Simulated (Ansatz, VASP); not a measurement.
Two plane-wave programs on CdF3

INCAR

```
PREC = Accurate
ENCUT = 600
EDIFF = 1E-7
ISMEAR = 0
SIGMA = 0.1
LREAL = False
LASPH = True
NELM = 150
ALGO = Normal
ISIF = 3
LWAVE = False
LCHARG = False
ISPIN = 2
MAGMOM = 0 1 1 1
LORBIT = 11
GGA = PE
IBRION = 2
NSW = 90
EDIFFG = -0.04
```

The input KPOINTS:

```
regular mesh
0
Gamma
  6 6 6
```

Contents of POSCAR:

```
CdF3
1.0
   -2.5264718100      2.5264718100      2.5264718100
    2.5264718100     -2.5264718100      2.5264718100
    2.5264718100      2.5264718100     -2.5264718100
Cd F
1 3
Direct
    0.0000000000      0.0000000000      0.0000000000
    0.0000000000      0.5000000000      0.5000000000
    0.5000000000      0.0000000000      0.5000000000
    0.5000000000      0.5000000000      0.0000000000
```

Input for Ansatz:

```yaml
crystal:
  lattice:
    - [-2.52647181, 2.52647181, 2.52647181]
    - [2.52647181, -2.52647181, 2.52647181]
    - [2.52647181, 2.52647181, -2.52647181]
  atoms:
    - { symbol: Cd, position: [0.0, 0.0, 0.0] }
    - { symbol: F, position: [0.0, 0.5, 0.5], spin: 1.0 }
    - { symbol: F, position: [0.5, 0.0, 0.5], spin: 1.0 }
    - { symbol: F, position: [0.5, 0.5, 0.0], spin: 1.0 }
basis:
  ecutwfc: 420
kpoints:
  mp_grid: { grid: [6, 6, 6] }
hamiltonian:
  xc: pbe
scf:
  occupations: { method: gaussian, width: 0.1 }
  lower_state_search: "off"
output:
  forces: true
  stress: true
  eigenvalues: true
  populations: true
magnetization:
  spin_polarized: true
relax:
  adjacent_minimum: "off"
  f_tol: 0.04
  max_steps: 70
  cell: { stress_tol: 0.4 }
```

Alike in both runs: task relaxation of cell and atoms; functional PBE; k mesh 6 × 6 × 6; occupations gaussian, width 0.1 eV; collinear spin.

|  | VASP | Ansatz |
| --- | --- | --- |
| version | VASP 6.6.1 | Ansatz 0.2.0 |
| potentials or method | VASP PAW PBE potentials, release 64 (Cd, F), cutoff 600 eV | scalar-relativistic, plane waves, PAW |
| valence electrons in the cell | 33 | 41 |

|  | VASP | Ansatz | Ansatz less VASP |
| --- | --- | --- | --- |
| gap on the k mesh at the Fermi level, each at its own relaxed structure (eV) | none | none | - |
| net moment per atom (μB) | 0.25 | 0.25 | 0.000 |
| size of the moment on the site where the two differ most (μB) | 0.32 | 0.34 | +0.024 |
| relaxed volume (Å³/atom) | 12.99 | 12.93 | -0.063 |
| relaxed cell length with the largest relative difference (Å) | 4.072 | 4.065 | -0.0066 |

Site moments also hang on the region over which each program counts them. A gap of «none» marks a metal or a gap that the smearing closes. VASP's potentials hold 33 valence electrons a cell and Ansatz's 41, so a difference there can come from the potentials and not from the codes.

Noted on VASP's run: the volume moved by over 15 % at a fixed basis, so the end points are rough.
